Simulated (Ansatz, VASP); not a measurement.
## Two plane-wave programs on NaMg2Si2

```xyz
5
Lattice="4.7189 0.0000 0.0000 -2.3594 4.0867 0.0000 0.0000 0.0000 5.7297" Properties=species:S:1:pos:R:3 pbc="T T T"
Na    0.0000    0.0000    0.0000
Mg    0.0000    2.7244    3.9129
Mg    2.3594    1.3622    1.8168
Si    2.3594    1.3622    4.5363
Si    0.0000    2.7244    1.1934
```

Change from the starting cell: species swapped into the CaMn2P2 type (P-3m1, No. 164).

Alike in both runs: task relaxation of cell and atoms; functional PBE; k mesh 12 × 12 × 8; occupations gaussian, width 0.1 eV; no spin polarisation.

|  | VASP | Ansatz |
| --- | --- | --- |
| version | VASP 6.6.1 | Ansatz 0.2.0 |
| potentials or method | VASP PAW PBE potentials, release 64 (Na_pv, Mg, Si), cutoff 600 eV | scalar-relativistic, plane waves, PAW |
| valence electrons in the cell | 19 | 37 |

Ansatz gave:

* gap on the k mesh at the Fermi level, each at its own relaxed structure (eV): none
* relaxed volume (Å³/atom): 22.16
* relaxed length of the cell vector where the two differ most in proportion (Å): 5.737

Question: Which values does VASP return?

Answer: gap on the k mesh at the Fermi level, each at its own relaxed structure (eV): none; relaxed volume (Å³/atom): 22.14; relaxed length of the cell vector where the two differ most in proportion (Å): 5.732.

A gap of «none» marks a metal or a gap that the smearing closes. VASP's potentials hold 19 valence electrons a cell and Ansatz's 37, so a difference there can come from the potentials and not from the codes.
